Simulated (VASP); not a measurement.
A run of VASP 6.6.1 is set up as follows.

INCAR

```
SYSTEM = Hf3F2
  PREC = Accurate
  ENCUT = 600
  EDIFF = 1E-6
  ISMEAR = 0
  SIGMA = 0.2
  LREAL = .False.
  LASPH = .True.
  NELM = 120
  ALGO = Normal
  ISIF = 2
  LWAVE = .False.
  LCHARG = .False.
  GGA = PE
  NBANDS = 30
  GGA_COMPAT = .False.
```

The input KPOINTS:

```
Automatic mesh
0
Gamma
  5 5 2
  0 0 0
```

The input POSCAR:

```
Hf3F2
1.0
    3.5364493521     -0.0000000026      0.0000000000
   -1.7682246738      3.0626549794      0.0000000000
    0.0000000000      0.0000000000      8.5637270025
Hf F
3 2
Direct
    0.0000000000      0.0000000000      0.8322011027
    0.0000000000      0.0000000000      0.1677988973
    0.0000000000      0.0000000000      0.5000000000
    0.3333333333      0.6666666667      0.0000000000
    0.6666666667      0.3333333333      0.0000000000
```

Potentials or basis: VASP PAW PBE potentials, release 64 (Hf_pv, F).

The run is started by

```sh
$ cat potpaw_PBE.64/Hf_pv/POTCAR potpaw_PBE.64/F/POTCAR > POTCAR
$ mpirun -np 1 vasp_std > vasp.out
```

Problem. Estimate the pressure.

Solution. -1.0 GPa.

Problem. Estimate the band gap on the k mesh.

Solution. Zero (bands 22 and 23 overlap by 0.88 eV).

Problem. Estimate the largest force.

Solution. 0.122 eV/Å.

Forces in eV/Å, atoms in the order of the input:
```
Hf   0.000  0.000  0.122
Hf   0.000  0.000 -0.122
Hf   0.000  0.000  0.000
F    0.000  0.000  0.000
F    0.000  0.000  0.000
```

Caveat: the k points lie up to 0.41 Å⁻¹ apart, too coarse for converged energies and pressures of a metal; spin-orbit coupling is left out, which moves the levels of the heavy elements.
